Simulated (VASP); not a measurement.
Ca, 1 atom in the cell. The structure is cubic, space group Fm-3m (No. 225). The conventional cell has a = 5.456 Å, b = 5.456 Å, c = 5.456 Å, α = 90.00°, β = 90.00°, γ = 90.00°. Within 5.1 Å of Ca (site symmetry m-3m) lie 12 Ca at 3.86 Å. 

* Program: VASP 6.6.1
* Task: relaxation of cell and atoms
* Functional: PBEsol
* Potentials or basis: VASP PAW PBE potentials, release 64 (Ca_sv)
* Cutoff: 600 eV
* k mesh: 13 × 13 × 13
* Occupations: fermi-dirac, width 0.05 eV
* Spin: no spin polarisation
* Dipole correction: no
* Further INCAR settings: ALGO = Normal; EDIFF = 1e-06; IBRION = 2; EDIFFG = -0.005; NSW = 60; ISIF = 3

Potentials or basis: VASP PAW PBE potentials, release 64 (Ca_sv).

The run is started by

```bash
$ cat potpaw_PBE.64/Ca_sv/POTCAR > POTCAR
$ mpirun -np 1 vasp_std > vasp.out
```

Hardware: 1 thread of Intel Xeon 8259CL, on a shared host.

How long does it take, and how much memory?

Run time: 36 s on 1 thread of Intel Xeon 8259CL, on a shared host, peak memory 0.19 GiB. Counts: scf iterations 10, k points 84, ion steps 1.
